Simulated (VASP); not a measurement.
TaN:

```xyz
2
Lattice="0.0000 2.4911 2.4911 2.4911 0.0000 2.4911 2.4911 2.4911 0.0000" Properties=species:S:1:pos:R:3 pbc="T T T"
Ta    0.0000    0.0000    0.0000
N     1.2456    1.2456    1.2456
```

| Quantity | Value |
| --- | --- |
| Program | VASP 6.6.1 |
| Task | relaxation of cell and atoms |
| Functional | BLYP |
| Potentials or basis | VASP PAW PBE potentials, release 64 (Ta_sv_GW, N) |
| Cutoff | 700 eV |
| k mesh | 9 × 9 × 9 |
| Occupations | fermi-dirac, width 0.05 eV |
| Spin | no spin polarisation |

At the start: pressure -19.0 GPa; volume 15.46 Å³/atom.

Question: Where does the relaxation end?

Answer: Over 8 steps the energy falls by 99.0 meV/atom and the volume is 13.93 Å³/atom (-9.9 %); space group F-43m (No. 216, to 0.1 Å) before and after.

Step by step:
| step | energy change (eV) | largest force (eV/Å) | pressure (GPa) | volume (Å³) |
| --- | --- | --- | --- | --- |
| 1 | 0.0000 | 0.0000 | -18.99 | 30.92 |
| 2 | 0.4888 | 0.0000 | 57.48 | 23.42 |
| 3 | -0.1974 | 0.0000 | -1.27 | 28.03 |
| 4 | -0.1980 | 0.0000 | -0.26 | 27.90 |
| 5 | -0.1980 | 0.0000 | 0.22 | 27.84 |
| 6 | -0.1980 | 0.0000 | -0.34 | 27.91 |
| 7 | -0.1980 | 0.0000 | -0.22 | 27.87 |
| 8 | -0.1980 | 0.0000 | 0.11 | 27.86 |

Final structure:
```
Ta N
1.0
     0.00000    2.40605    2.40605
     2.40605    0.00000    2.40605
     2.40605    2.40605    0.00000
Ta N
1 1
Direct
  0.00000 0.00000 0.00000
  0.25000 0.25000 0.25000
```

Caveat: the PAW data sets were made with another functional, which shifts forces and pressure a little.
